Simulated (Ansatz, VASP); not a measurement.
## One calculation of Ag, two programs

The input INCAR:

```
PREC     = Accurate       # precision mode
ENCUT    = 520            # plane-wave cutoff, eV
EDIFF    = 1E-6           # SCF threshold, eV
ISMEAR   = 0              # smearing method
SIGMA    = 0.15           # smearing width, eV
LREAL    = F              # projectors in reciprocal space
LASPH    = T              # aspherical terms in the spheres
NELM     = 60             # most SCF steps
ALGO     = Normal         # electronic algorithm
ISIF     = 2              # what is computed and relaxed
LWAVE    = F              # write WAVECAR
LCHARG   = F              # write CHGCAR
GGA      = PS             # functional
NBANDS   = 12             # bands
```

KPOINTS

```
Automatic mesh
0
Gamma
  20 20 20
```

Contents of POSCAR:

```
Ag
1.0
    0.0000000000      1.9409450000      2.0431000000
    1.9409450000      0.0000000000      2.0431000000
    1.9409450000      1.9409450000      0.0000000000
Ag
1
Direct
    0.0000000000      0.0000000000      0.0000000000
```

Input for Ansatz:

```yaml
crystal:
  lattice:
    - [0.0, 1.940945, 2.0431]
    - [1.940945, 0.0, 2.0431]
    - [1.940945, 1.940945, 0.0]
  atoms:
    - { symbol: Ag, position: [0.0, 0.0, 0.0] }
basis:
  ecutwfc: 420
kpoints:
  mp_grid: { grid: [20, 20, 20] }
hamiltonian:
  xc: pbesol
scf:
  occupations: { method: gaussian, width: 0.15 }
output:
  forces: true
  stress: true
  eigenvalues: true
```

Change from the starting cell: strain -0.050 along x and y, +0.000 along z, atoms carried along.

Alike in both runs: task single point; functional PBEsol; k mesh 20 × 20 × 20; occupations gaussian, width 0.15 eV; no spin polarisation.

|  | VASP | Ansatz |
| --- | --- | --- |
| version | VASP 6.6.1 | Ansatz 0.2.0 |
| potentials or method | VASP PAW PBE potentials, release 64 (Ag), cutoff 520 eV | scalar-relativistic, plane waves, PAW |
| valence electrons in the cell | 11 | 19 |

VASP gave:

| Quantity | Value |
| --- | --- |
| gap on the k mesh at the Fermi level (eV) | none |
| pressure (GPa) | 11.5 |
| traceless stress, the component that is largest in VASP (GPa) | -2.22 |

Problem. Estimate Ansatz's values.

Solution. gap on the k mesh at the Fermi level (eV): none; pressure (GPa): 11.9; traceless stress, the component that is largest in VASP (GPa): -2.23.

VASP's potentials were made for PBE, not for PBEsol. A gap of «none» marks a metal or a gap that the smearing closes. VASP's potentials hold 11 valence electrons a cell and Ansatz's 19, so a difference there can come from the potentials and not from the codes.
